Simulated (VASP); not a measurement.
A run of VASP 6.6.1 is set up as follows.

The input POSCAR:

```
Hf
1.0
    0.0000000000      2.2492138765      2.2492138765
    2.2492138765      0.0000000000      2.2492138765
    2.2492138765      2.2492138765      0.0000000000
Hf
1
Direct
    0.0000000000      0.0000000000      0.0000000000
```

File INCAR.step1:

```
ALGO     = Normal         # electronic algorithm
EDIFF    = 1E-4           # SCF threshold, eV
ENCUT    = 520            # plane-wave cutoff, eV
GGA      = PE             # functional
ISMEAR   = -1             # smearing method
LASPH    = True           # aspherical terms in the spheres
LCHARG   = False          # write CHGCAR
LREAL    = False          # projectors in reciprocal space
LWAVE    = True           # write WAVECAR
NBANDS   = 11             # bands
NELM     = 80             # most SCF steps
PREC     = Accurate       # precision mode
SIGMA    = 0.05           # smearing width, eV
```

The input INCAR.step2:

```
ALGO     = Normal         # electronic algorithm
EDIFF    = 1E-7           # SCF threshold, eV
ENCUT    = 520            # plane-wave cutoff, eV
ISIF     = 2              # what is computed and relaxed
ISMEAR   = -1             # smearing method
ISTART   = 1            
LASPH    = True           # aspherical terms in the spheres
LCHARG   = False          # write CHGCAR
LMIXTAU  = True         
LREAL    = False          # projectors in reciprocal space
LWAVE    = False          # write WAVECAR
METAGGA  = R2SCAN         # meta-GGA
NBANDS   = 11             # bands
NELM     = 80             # most SCF steps
PREC     = Accurate       # precision mode
SIGMA    = 0.05           # smearing width, eV
```

KPOINTS

```
k-points
0
Gamma
  10 10 10
```

Potentials or basis: VASP PAW PBE potentials, release 64 (Hf_pv).

The run is started by

```bash
$ cat potpaw_PBE.64/Hf_pv/POTCAR > POTCAR
$ cp INCAR.step1 INCAR
$ mpirun -np 1 vasp_std > vasp.out
$ cp INCAR.step2 INCAR
$ mpirun -np 1 vasp_std > vasp.out
```

(1) What does it give for the band gap on the k mesh?

(2) What does it give for the pressure?

Answers

(1) zero (band 5 reaches 6.08 eV, above the bottom of band 6 at 4.12 eV).

(2) -1.9 GPa.

Caveat: the PAW data sets were made with another functional, which shifts forces and pressure a little; spin-orbit coupling is left out, which moves the levels of the heavy elements.
